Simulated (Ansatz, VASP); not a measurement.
**SiC: VASP beside Ansatz**

Contents of INCAR:

```
SYSTEM = SiC
PREC     = Accurate       ! precision mode
ENCUT    = 520            ! plane-wave cutoff, eV
EDIFF    = 1E-6           ! SCF threshold, eV
ISMEAR   = 0              ! smearing method
SIGMA    = 0.05           ! smearing width, eV
LREAL    = .False.        ! projectors in reciprocal space
LASPH    = .True.         ! aspherical terms in the spheres
NELM     = 80             ! most SCF steps
ALGO     = Normal         ! electronic algorithm
ISIF     = 2              ! what is computed and relaxed
LWAVE    = .False.        ! write WAVECAR
LCHARG   = .False.        ! write CHGCAR
GGA      = PE             ! functional
NBANDS   = 11             ! bands
```

KPOINTS

```
Automatic mesh
0
Gamma
  12 12 12
  0 0 0
```

File POSCAR:

```
SiC
1.0
    0.0000000000      2.3233156243      2.3233156243
    2.3233156243      0.0000000000      2.3233156243
    2.2271303575      2.2271303575      0.0961852668
Si C
1 1
Direct
    0.0000000000      0.0000000000      0.0000000000
    0.7500000000      0.7500000000      0.7500000000
```

Input for Ansatz:

```yaml
crystal:
  lattice:
    - [0.0, 2.3233156243, 2.3233156243]
    - [2.3233156243, 0.0, 2.3233156243]
    - [2.2271303575, 2.2271303575, 0.0961852668]
  atoms:
    - { symbol: Si, position: [0.0, 0.0, 0.0] }
    - { symbol: C, position: [0.75, 0.75, 0.75] }
basis:
  ecutwfc: 520.0
kpoints:
  mp_grid: { grid: [12, 12, 12] }
hamiltonian:
  xc: pbe
scf:
  occupations: { method: gaussian, width: 0.05 }
output:
  forces: true
  stress: true
  eigenvalues: true
```

Alike in both runs: task single point; functional PBE; k mesh 12 × 12 × 12; occupations gaussian, width 0.05 eV; no spin polarisation.

|  | VASP | Ansatz |
| --- | --- | --- |
| version | VASP 6.6.1 | Ansatz 0.2.0 |
| potentials or method | VASP PAW PBE potentials, release 64 (Si, C), cutoff 520 eV | scalar-relativistic, plane waves, PAW |
| valence electrons in the cell | 8 | 8 |

VASP gave:

* gap on the k mesh at the Fermi level (eV): 1.27
* least direct gap on the mesh (eV): 4.01
* pressure (GPa): -18.2
* traceless stress, the component that is largest in VASP (GPa): 8.63
* rms of the force components (eV/Å): 0.207

Problem. What did Ansatz give for the same quantities?

Solution. gap on the k mesh at the Fermi level (eV): 1.27; least direct gap on the mesh (eV): 4.01; pressure (GPa): -18.2; traceless stress, the component that is largest in VASP (GPa): 8.60; rms of the force components (eV/Å): 0.206.

Atom by atom the forces differ by 0.000 eV/Å (rms over components). With one functional, cell and mesh, what is left measures potentials, basis and numerics.
